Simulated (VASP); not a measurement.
Wanted: the native input for a VASP 6.6.1 run.

```yaml
Task: single point
Functional: PBE
Potentials_or_basis: VASP PAW PBE potentials, release 64 (Pt, Se)
Cutoff: 520 eV
k_mesh: 12 × 12 × 6
Occupations: fermi-dirac, width 0.02 eV
Spin: no spin polarisation
Dipole_correction: no
Further_INCAR_settings: ALGO = Normal; EDIFF = 1e-07; NBANDS = 18
```

The structure of PtSe2 lies in POSCAR:

```
PtSe2
1.0
    3.9244045078      0.0000000000      0.0000000000
   -1.9622022539      3.3986339985      0.0000000000
    0.0000000000      0.0000000000      5.5542073620
Pt Se
1 2
Direct
    0.0000000000      0.0000000000      0.0000000000
    0.3333333333      0.6666666667      0.2181860956
    0.6666666667      0.3333333333      0.7818139044
```

This cell differs from its parent crystal: strain +5.2%.

One way to write it, as run:

INCAR

```
  PREC = Accurate
  ENCUT = 520
  EDIFF = 1E-7
  ISMEAR = -1
  SIGMA = 0.02
  LREAL = False
  LASPH = True
  NELM = 80
  ALGO = Normal
  ISIF = 2
  LWAVE = False
  LCHARG = False
  GGA = PE
  NBANDS = 18
```

KPOINTS

```
Automatic mesh
0
Gamma
  12 12 6
```

Potentials or basis: VASP PAW PBE potentials, release 64 (Pt, Se).

Run with:

```bash
$ cat potpaw_PBE.64/Pt/POTCAR potpaw_PBE.64/Se/POTCAR > POTCAR
$ mpirun -np 1 vasp_std > vasp.out
```

It gave:

```json
{
 "Pressure": "-4.0 GPa",
 "Largest force": "0.042 eV/Å",
 "Band gap on the k mesh": "0.19 eV (least direct gap 0.47 eV)"
}
```

Caveat: the cell differs from its parent crystal (strain +5.2%); the cell stands under tension; spin-orbit coupling is left out, which moves the levels of the heavy elements; this functional lacks dispersion, which binds the layers, so the pressure and a relaxed spacing across them are unreliable.

Run time: 82 s on 1 thread of AMD EPYC 9R45 96-Core Processor (Zen 5) (shared host), peak memory 0.25 GiB.
